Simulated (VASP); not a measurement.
Wanted: the native input for a VASP 6.6.1 run.

```yaml
Task: single point
Functional: PBE
Potentials_or_basis: VASP PAW PBE potentials, release 64 (Al, N)
Cutoff: 600 eV
k_mesh: 10 × 10 × 10
Occupations: gaussian, width 0.01 eV
Spin: no spin polarisation
Dipole_correction: no
Further_INCAR_settings: ALGO = Normal; EDIFF = 1e-06; NBANDS = 11
```

The structure of AlN lies in POSCAR:

```
AlN
1.0
    0.0000000000      2.1690905027      2.1690905027
    2.1690905027      0.0000000000      2.1690905027
    2.1690905027      2.1690905027      0.0000000000
Al N
1 1
Direct
    0.0000000000      0.0000000000      0.0000000000
    0.7500000000      0.7500000000      0.7500000000
```

The input as run:

INCAR

```
SYSTEM = AlN
PREC = Accurate ; ENCUT = 600
EDIFF = 1E-6 ; ISMEAR = 0
SIGMA = 0.01 ; LREAL = .FALSE.
LASPH = .TRUE. ; NELM = 120
ALGO = Normal ; ISIF = 2
LWAVE = .FALSE. ; LCHARG = .FALSE.
GGA = PE ; NBANDS = 11
GGA_COMPAT = .FALSE.
```

KPOINTS

```
Automatic mesh
0
G
  10 10 10
  0 0 0
```

Potentials or basis: VASP PAW PBE potentials, release 64 (Al, N).

Run with:

```bash
$ cat potpaw_PBE.64/Al/POTCAR potpaw_PBE.64/N/POTCAR > POTCAR
$ mpirun -np 1 vasp_std > vasp.out
```

It gave:

The pressure is 9.0 GPa and the band gap on the k mesh is 3.33 eV, indirect (least direct gap 4.38 eV).

Run time: 7.4 s on 1 thread of Intel(R) Xeon(R) 6975P-C (Granite Rapids) (shared host), peak memory 0.14 GiB.
